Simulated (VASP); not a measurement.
# P (P6_3/mmc) in VASP: notebook, part 2 of 2

VASP 6.6.1.

**4. Single point, PBEsol (volume scaled by 0.96)**

Contents of INCAR:

```
SYSTEM = P
ALGO     = Normal         ! electronic algorithm
EDIFF    = 1E-6           ! SCF threshold, eV
ENCUT    = 520            ! plane-wave cutoff, eV
GGA      = PS             ! functional
ISIF     = 2              ! what is computed and relaxed
ISMEAR   = -1             ! smearing method
LASPH    = .True.         ! aspherical terms in the spheres
LCHARG   = .True.         ! write CHGCAR
LELF     = .True.         ! ELF
LREAL    = .False.        ! projectors in reciprocal space
LVHAR    = .True.       
LWAVE    = .False.        ! write WAVECAR
NBANDS   = 18             ! bands
NELM     = 60             ! most SCF steps
PREC     = Accurate       ! precision mode
SIGMA    = 0.1            ! smearing width, eV
```

Contents of KPOINTS:

```
k-points
0
Gamma
  16 16 4
  0 0 0
```

Contents of POSCAR:

```
P
1.0
    2.5709445168      0.0000000000      0.0000000000
   -1.2854722584      2.2265032632      0.0000000000
    0.0000000000      0.0000000000      9.4511962595
P
4
Direct
    0.0000000000      1.0000000000      0.0000000000
    0.0000000000      0.0000000000      0.5000000000
    0.3333333333      0.6666666667      0.2500000000
    0.6666666667      0.3333333333      0.7500000000
```

Potentials or basis: VASP PAW PBE potentials, release 64 (P).

Run with:

```sh
> cat potpaw_PBE.64/P/POTCAR > POTCAR
> mpirun -np 1 vasp_std > vasp.out
```

OUTCAR:

```text
SYSTEM = P
   EDIFF = 1E-6
   ENCUT = 520
   GGA = PS
   ISIF = 2
   ISMEAR = -1
   LASPH = .True.
   LREAL = .False.
   NELM = 60
   PREC = Accurate

 ion  position               nearest neighbor table
   1  0.000  0.000  0.000-   3 2.79   4 2.79   3 2.79   4 2.79   4 2.79   3 2.79
   2  0.000  0.000  0.500-   3 2.79   4 2.79   3 2.79   4 2.79   4 2.79   3 2.79
   3  0.333  0.667  0.250-   1 2.79   2 2.79   1 2.79   2 2.79   1 2.79   2 2.79
   4  0.667  0.333  0.750-   1 2.79   2 2.79   1 2.79   2 2.79   1 2.79   2 2.79

  LATTYP: Found a hexagonal cell.
 ALAT       =     2.5709445168
 C/A-ratio  =     3.6761572246

  Lattice vectors:

 A1 = (   2.5709445168,   0.0000000000,   0.0000000000)
 A2 = (  -1.2854722584,   2.2265032632,   0.0000000000)
 A3 = (   0.0000000000,   0.0000000000,   9.4511962595)

Analysis of symmetry for initial positions (statically):
=====================================================================
 Subroutine PRICEL returns:
 Original cell was already a primitive cell.

 Routine SETGRP: Setting up the symmetry group for a
 hexagonal supercell.

 Subroutine GETGRP returns: Found 24 space group operations
 (whereof 12 operations were pure point group operations)
 out of a pool of 24 trial point group operations.

The static configuration has the point symmetry D_3d.
 The point group associated with its full space group is D_6h.

Analysis of symmetry for dynamics (positions and initial velocities):
=====================================================================
 Subroutine PRICEL returns:
 Original cell was already a primitive cell.

 Routine SETGRP: Setting up the symmetry group for a
 hexagonal supercell.

 Subroutine GETGRP returns: Found 24 space group operations
 (whereof 12 operations were pure point group operations)
 out of a pool of 24 trial point group operations.

The dynamic configuration has the point symmetry D_3d.
 The point group associated with its full space group is D_6h.

 Subroutine INISYM returns: Found 24 space group operations
 (whereof 12 operations are pure point group operations),
 and found     1 'primitive' translations

----------------------------------------------------------------------------------------

                                     Primitive cell

  volume of cell :      54.1007

  direct lattice vectors                    reciprocal lattice vectors
     2.570944517  0.000000000  0.000000000     0.388962108  0.224567378  0.000000000
    -1.285472258  2.226503263  0.000000000     0.000000000  0.449134756  0.000000000
     0.000000000  0.000000000  9.451196259     0.000000000  0.000000000  0.105806712

  length of vectors
     2.570944517  2.570944517  9.451196259     0.449134756  0.449134756  0.105806712

  position of ions in fractional coordinates (direct lattice)
     0.000000000  0.000000000  0.000000000
     0.000000000  0.000000000  0.500000000
     0.333333333  0.666666667  0.250000000
     0.666666667  0.333333333  0.750000000

  ion indices of the primitive-cell ions
   primitive index   ion index
                 1           1
                 2           2
                 3           3
                 4           4

----------------------------------------------------------------------------------------

 KPOINTS: k-points

Automatic generation of k-mesh.
 Grid dimensions read from file:
 generate k-points for:   16   16    4

 Generating k-lattice:

  Cartesian coordinates                     Fractional coordinates (reciprocal lattice)
     0.024310132  0.014035461  0.000000000     0.062500000 -0.000000000  0.000000000
     0.000000000  0.028070922  0.000000000     0.000000000  0.062500000  0.000000000
     0.000000000  0.000000000  0.026451678     0.000000000  0.000000000  0.250000000

  Length of vectors
     0.028070922  0.028070922  0.026451678

  Shift w.r.t. Gamma in fractional coordinates (k-lattice)
     0.000000000  0.000000000  0.000000000

 Subroutine IBZKPT returns following result:
 ===========================================

 Found     90 irreducible k-points:

 Following reciprocal coordinates:
            Coordinates               Weight
  0.000000  0.000000  0.000000      1.000000
  0.062500 -0.000000  0.000000      6.000000
  0.125000 -0.000000  0.000000      6.000000
  0.187500 -0.000000  0.000000      6.000000
  0.250000 -0.000000  0.000000      6.000000
  0.312500  0.000000  0.000000      6.000000
[... 16 lines left out ...]
  0.187500  0.187500  0.000000      6.000000
  0.250000  0.187500  0.000000     12.000000
 [... further k-points ...]
   k-points           NKPTS =     90   k-points in BZ     NKDIM =     90   number of bands    NBANDS=     18
   number of dos      NEDOS =    301   number of ions     NIONS =      4
   total plane-waves  NPLWV =  28000
   dimension x,y,z NGX =    20 NGY =   20 NGZ =   70
   dimension x,y,z NGXF=    40 NGYF=   40 NGZF=  140
   ions per type =               4
   NGX,Y,Z   is equivalent  to a cutoff of  12.93, 12.93, 12.31 a.u.
   NGXF,Y,Z  is equivalent  to a cutoff of  25.87, 25.87, 24.63 a.u.
 SYSTEM =  P
   PREC   = accura    normal or accurate (medium, high low for compatibility)
   ISTART =      0    job   : 0-new  1-cont  2-samecut
   ICHARG =      2    charge: 1-file 2-atom 10-const
   ISPIN  =      1    spin polarized calculation?
   LNONCOLLINEAR =      F non collinear calculations
   LSORBIT =      F    spin-orbit coupling
   LASPH  =      T    aspherical Exc in radial PAW
   ENCUT  =  520.0 eV  38.22 Ry    6.18 a.u.   4.78  4.78 17.57*2*pi/ulx,y,z
   NELM   =     60;   NELMIN=  2; NELMDL= -5     # of ELM steps
   EDIFF  = 0.1E-05   stopping-criterion for ELM
   LREAL  =      F    real-space projection
   EDIFFG = 0.1E-04   stopping-criterion for IOM
   NSW    =      0    number of steps for IOM
   IBRION =     -1    ionic relax: 0-MD 1-quasi-New 2-CG
   NFREE  =      0    steps in history (QN), initial steepest desc. (CG)
   ISIF   =      2    stress and relaxation
   ISYM   =      2    0-nonsym 1-usesym 2-fastsym
   POTIM  = 0.5000    time-step for ionic-motion
   TEBEG  =    0.0;   TEEND  =   0.0 temperature during run
   PSTRESS=    0.0 pullay stress
   NELECT =      20.0000    total number of electrons
   NUPDOWN=      -1.0000    fix difference up-down
   EMIN   =  10.00;   EMAX   =-10.00  energy-range for DOS
   EFERMI =   0.00;   METHOD = LEGACY
   ISMEAR =    -1;   SIGMA  =   0.10  broadening in eV -4-tet -1-fermi 0-gaus
   EFERMI_NEDOS =   21; number of points for ismear=-14 and -15
   IALGO  =     38    algorithm
   IMIX   =      4    mixing-type and parameters
     AMIX     =   0.40;   BMIX     =  1.00
     AMIX_MAG =   1.60;   BMIX_MAG =  1.00
  volume/ion in A,a.u.               =      13.53        91.27
  Fermi-wavevector in a.u.,A,eV,Ry     =   1.174944  2.220322 18.782758  1.380494
  Thomas-Fermi vector in A             =   2.311333
   LORBIT       =      0    0 simple, 1 ext, 2 COOP (PROOUT), +10 PAW based schemes
   GGA     = PS    functional components
   LHFCALC =     F    Hartree Fock is set to
   AEXX    =    0.0000 exact exchange contribution
   IVDW    =     0    specifies the selected vdW correction
   LEPSILON=     F    determine dielectric tensor
   LRPA    =     F    only Hartree local field effects (RPA)
 non-spin polarized calculation
  energy-cutoff  :      520.00
  volume of cell :       54.10
 maximum number of plane-waves:      1488
 NGX is ok and might be reduce to    20
   NGX =  9   NGY =  9   NGZ = 35

 number of electron      19.9999996 magnetization

 Free energy of the ion-electron system (eV)
  ---------------------------------------------------
  ext. energy  EPLUGINS =         0.00000000
  ---------------------------------------------------
  free energy    TOTEN  =       -20.34906847 eV

  energy without entropy =      -20.28626280  energy(sigma->0) =      -20.31766563

 E-fermi :  10.7490     XC(G=0): -11.8489

 val. band max:       10.7355679519   @ k =   0.2500   0.1250   0.0000
 cond. band min:      10.7569707811   @ k =   0.3750   0.0625   0.0000
 fundamental gap:      0.0214028292
 Fermi energy:        10.7489526371

 k-point     1 :       0.0000    0.0000    0.0000
  band No.  band energies     occupation
      1      -6.3681      2.00000
      2      -4.8629      2.00000
      3      -4.8444      2.00000
      4      -1.6253      2.00000
      5       1.8503      2.00000
      6       7.9170      2.00000
[... 10 lines left out ...]
     17      19.6681      0.00000
     18      22.7751      0.00000
[... 466 lines left out ...]
      2      -0.8050      2.00000
      3      -0.7897      2.00000
      4       2.3256      2.00000
      5       5.6970      2.00000
      6       6.4353      2.00000
[... 10 lines left out ...]
     17      17.2427      0.00000
     18      20.1651      0.00000

 [... further k-points ...]
[... 5 lines left out ...]
  --------------------------------------------------------------------------------------
  -------------------------------------------------------------------------------------
  Total        1.6891707      1.6891707      1.2139130      0.0000000      0.0000000      0.0000000
  in kB       50.0243315     50.0243315     35.9497057      0.0000000      0.0000000      0.0000000
  external PRESSURE =      45.3327896 kB  Pullay stress =       0.0000000 kB

 VOLUME and BASIS-vectors are now :
 -----------------------------------------------------------------------------
  energy-cutoff  :      520.00
  volume of cell :       54.10
      direct lattice vectors                 reciprocal lattice vectors
     2.570944517  0.000000000  0.000000000     0.388962108  0.224567378  0.000000000
    -1.285472258  2.226503263  0.000000000     0.000000000  0.449134756  0.000000000
     0.000000000  0.000000000  9.451196259     0.000000000  0.000000000  0.105806712

 POSITION                                       TOTAL-FORCE (eV/Angst)
 -----------------------------------------------------------------------------------
      0.00000      0.00000      0.00000        -0.000000      0.000000      0.000000
      0.00000      0.00000      4.72560        -0.000000      0.000000      0.000000
     -0.00000      1.48434      2.36280         0.000000     -0.000000      0.000000
      1.28547      0.74217      7.08840         0.000000      0.000000      0.000000
 -----------------------------------------------------------------------------------
    total drift:                                0.000000      0.000000      0.000000

  FREE ENERGIE OF THE ION-ELECTRON SYSTEM (eV)
  ---------------------------------------------------
  free  energy   TOTEN  =       -20.3490684661 eV

  energy  without entropy=      -20.2862627991  energy(sigma->0) =      -20.31766563
```

Run time: 50 s. Hardware: 1 thread of Intel Xeon Platinum 8488C (Sapphire Rapids), shared host; peak memory 0.2 GiB.

Results:

* Free energy: -20.3491 eV
* Pressure: 4.5 GPa
* Band gap on the k mesh: zero (band 10 reaches 18.02 eV, above the bottom of band 11 at 7.08 eV)

Caveat: the cell differs from its parent crystal (volume scaled by 0.96); the PAW data sets were made with another functional, which shifts forces and pressure a little.

**5. Single point, PBEsol**

This run uses another cell than the first one, of 14.09 Å³/atom, 1.136 times its volume.

Contents of INCAR:

```
ALGO = Normal
EDIFF = 1E-7
ENCUT = 520
GGA = PS
ISIF = 2
ISMEAR = -1
LASPH = True
LCHARG = True
LELF = True
LREAL = False
LVHAR = True
LWAVE = False
NBANDS = 18
NELM = 80
PREC = Accurate
SIGMA = 0.1
```

Contents of KPOINTS:

```
k-points
0
Gamma
  16 16 4
```

Contents of POSCAR:

```
P
1.0
    2.6061673117      0.0000000000      0.0000000000
   -1.3030836559      2.2570070985      0.0000000000
    0.0000000000      0.0000000000      9.5806807917
P
4
Direct
    0.0000000000      1.0000000000      0.0000000000
    0.0000000000      0.0000000000      0.5000000000
    0.3333333333      0.6666666667      0.2500000000
    0.6666666667      0.3333333333      0.7500000000
```

Potentials or basis: VASP PAW PBE potentials, release 64 (P).

Run with:

```sh
> cat potpaw_PBE.64/P/POTCAR > POTCAR
> mpirun -np 1 vasp_std > vasp.out
```

OUTCAR:

```text
EDIFF = 1E-7
   ENCUT = 520
   GGA = PS
   ISIF = 2
   ISMEAR = -1
   LASPH = True
   LREAL = False
   NELM = 80
   PREC = Accurate

 ion  position               nearest neighbor table
   1  0.000  0.000  0.000-   3 2.83   4 2.83   4 2.83   3 2.83   4 2.83   3 2.83
   2  0.000  0.000  0.500-   3 2.83   4 2.83   4 2.83   3 2.83   4 2.83   3 2.83
   3  0.333  0.667  0.250-   1 2.83   2 2.83   1 2.83   2 2.83   1 2.83   2 2.83
   4  0.667  0.333  0.750-   1 2.83   2 2.83   1 2.83   2 2.83   1 2.83   2 2.83

  LATTYP: Found a hexagonal cell.
 ALAT       =     2.6061673117
 C/A-ratio  =     3.6761572247

  Lattice vectors:

 A1 = (   2.6061673117,   0.0000000000,   0.0000000000)
 A2 = (  -1.3030836559,   2.2570070985,   0.0000000000)
 A3 = (   0.0000000000,   0.0000000000,   9.5806807917)

Analysis of symmetry for initial positions (statically):
=====================================================================
 Subroutine PRICEL returns:
 Original cell was already a primitive cell.

[... 169 lines left out ...]
  ext. energy  EPLUGINS =         0.00000000
  ---------------------------------------------------
  free energy    TOTEN  =       -20.38028383 eV

  energy without entropy =      -20.31466368  energy(sigma->0) =      -20.34747376

 E-fermi :  10.1362     XC(G=0): -11.6711

 val. band max:       10.1301556178   @ k =   0.3125   0.1875   0.5000
 cond. band min:      10.1585892062   @ k =   0.3750   0.0625   0.0000
 fundamental gap:      0.0284335884
 Fermi energy:        10.1362394622

 k-point     1 :       0.0000    0.0000    0.0000
  band No.  band energies     occupation
      1      -6.5336      2.00000
      2      -5.0814      2.00000
      3      -5.0622      2.00000
      4      -2.0184      2.00000
      5       1.6069      2.00000
      6       7.4128      2.00000
[... 481 lines left out ...]
      5       5.3324      2.00000
      6       5.9452      2.00000
[... 10 lines left out ...]
     17      16.6560      0.00000
     18      19.3824      0.00000

 [... further k-points ...]
[... 5 lines left out ...]
  --------------------------------------------------------------------------------------
  -------------------------------------------------------------------------------------
  Total        0.0343475      0.0343475     -0.1224537     -0.0000000      0.0000000      0.0000000
  in kB        0.9765037      0.9765037     -3.4813747     -0.0000000      0.0000000      0.0000000
  external PRESSURE =      -0.5094558 kB  Pullay stress =       0.0000000 kB

 VOLUME and BASIS-vectors are now :
 -----------------------------------------------------------------------------
  energy-cutoff  :      520.00
  volume of cell :       56.35
      direct lattice vectors                 reciprocal lattice vectors
     2.606167312  0.000000000  0.000000000     0.383705219  0.221532312  0.000000000
    -1.303083656  2.257007098  0.000000000     0.000000000  0.443064623  0.000000000
     0.000000000  0.000000000  9.580680792     0.000000000  0.000000000  0.104376716

 POSITION                                       TOTAL-FORCE (eV/Angst)
 -----------------------------------------------------------------------------------
      0.00000      0.00000      0.00000        -0.000000      0.000000     -0.000000
      0.00000      0.00000      4.79034        -0.000000      0.000000     -0.000000
     -0.00000      1.50467      2.39517        -0.000000      0.000000      0.000000
      1.30308      0.75234      7.18551         0.000000     -0.000000     -0.000000
 -----------------------------------------------------------------------------------
    total drift:                                0.000000     -0.000000     -0.000000

  FREE ENERGIE OF THE ION-ELECTRON SYSTEM (eV)
  ---------------------------------------------------
  free  energy   TOTEN  =       -20.3802838322 eV

  energy  without entropy=      -20.3146636802  energy(sigma->0) =      -20.34747376
```

It took 55 s on 1 thread of Intel Xeon Platinum 8488C (Sapphire Rapids), shared host; peak memory 0.2 GiB.

Results:

| Item | Value |
| --- | --- |
| Free energy | -20.3803 eV |
| Pressure | -0.1 GPa |
| Band gap on the k mesh | zero (band 10 reaches 17.05 eV, above the bottom of band 11 at 6.60 eV) |

Levels at points of the mesh, in eV from the Fermi level:
```csv
k point,band 7,band 8,band 9,band 10,band 11,band 12,band 13,band 14
"(0.00, 0.00, 0.00)",-2.71,4.80,6.74,6.74,7.30,7.30,7.41,7.41
"(0.50, 0.00, 0.00)",-5.43,-5.18,-2.49,-1.54,1.87,2.07,2.69,3.22
"(0.00, 0.00, 0.50)",1.61,1.61,6.91,6.91,6.91,6.91,7.87,7.87
"(0.50, 0.00, 0.50)",-6.35,-6.35,-0.86,-0.86,0.78,0.78,2.37,2.37
```

Caveat: the PAW data sets were made with another functional, which shifts forces and pressure a little.

**6. Summary**

| cell | gap on the mesh (eV) | pressure (GPa) |
| --- | --- | --- |
| a = 2.497, b = 2.497, c = 9.181 Å, angles 90.0, 90.0, 120.0°, 4 atoms | none | 16.9 |
| a = 2.535, b = 2.535, c = 9.318 Å, angles 90.0, 90.0, 120.0°, 4 atoms | none | 10.1 |
| a = 2.571, b = 2.571, c = 9.451 Å, angles 90.0, 90.0, 120.0°, 4 atoms | none | 4.5 |
| a = 2.606, b = 2.606, c = 9.581 Å, angles 90.0, 90.0, 120.0°, 4 atoms | none | -0.1 |

Alike in all rows: task single point; level PBEsol; potentials or basis VASP PAW PBE potentials, release 64 (P); no spin polarisation; k mesh 16 × 16 × 4; cutoff (eV) 520; smearing fermi-dirac 0.1 eV.

Caveats: the PAW data sets were made with another functional, which shifts forces and pressure a little.

Total energies depend on the potentials used, so only differences within one code and one set of settings carry meaning.
